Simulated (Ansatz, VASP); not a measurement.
# One calculation of Pt, two programs

Contents of INCAR:

```
SYSTEM = Pt
ALGO     = Normal         ! electronic algorithm
EDIFF    = 1E-7           ! SCF threshold, eV
ENCUT    = 520            ! plane-wave cutoff, eV
GGA      = PE             ! functional
ISIF     = 2              ! what is computed and relaxed
ISMEAR   = -1             ! smearing method
LASPH    = .TRUE.         ! aspherical terms in the spheres
LCHARG   = .FALSE.        ! write CHGCAR
LREAL    = .FALSE.        ! projectors in reciprocal space
LWAVE    = .FALSE.        ! write WAVECAR
NBANDS   = 11             ! bands
NELM     = 60             ! most SCF steps
PREC     = Accurate       ! precision mode
SIGMA    = 0.1            ! smearing width, eV
```

Contents of KPOINTS:

```
k-points
0
G
  13 13 13
  0 0 0
```

File POSCAR:

```
Pt
1.0
    2.6600962030      0.0000000000      0.0000000000
    0.0000000000      2.6600962030      0.0000000000
    0.0000000000      0.0000000000      2.6600962030
Pt
1
Direct
    0.0000000000      0.0000000000      0.0000000000
```

Input for Ansatz:

```yaml
crystal:
  lattice:
    - [2.660096203, 0.0, 0.0]
    - [0.0, 2.660096203, 0.0]
    - [0.0, 0.0, 2.660096203]
  atoms:
    - { symbol: Pt, position: [0.0, 0.0, 0.0] }
hamiltonian:
  xc: pbe
  pseudopotentials:
    kind: paw
    azcp:
      Pt: "pseudopotentials/Pt.paw.azcp"
basis:
  ecutwfc: 420
  fft_grid_basis: typed
kpoints:
  mp_grid: { grid: [13, 13, 13], shift: [0, 0, 0] }
magnetization:
  spin_polarized: false
scf:
  occupations: { method: fermi_dirac, width: 0.1 }
  lower_state_search: "off"
output:
  stress: true
```

Alike in both runs: task single point; functional PBE; k mesh 13 × 13 × 13; occupations fermi-dirac, width 0.1 eV; no spin polarisation.

|  | VASP | Ansatz |
| --- | --- | --- |
| version | VASP 6.6.1 | Ansatz 0.2.0 |
| potentials or method | VASP PAW PBE potentials, release 64 (Pt), cutoff 520 eV | plane waves (420 eV) with PAW, scalar-relativistic |
| valence electrons in the cell | 10 | 18 |

Ansatz gave:

```
pressure (GPa) : -6.6
```

Problem. What did VASP give for the same quantities?

Solution. Pressure (GPa): -6.9.

VASP's potentials hold 10 valence electrons a cell and Ansatz's 18, so a difference there can come from the potentials and not from the codes.

Neither program's run includes spin-orbit coupling.
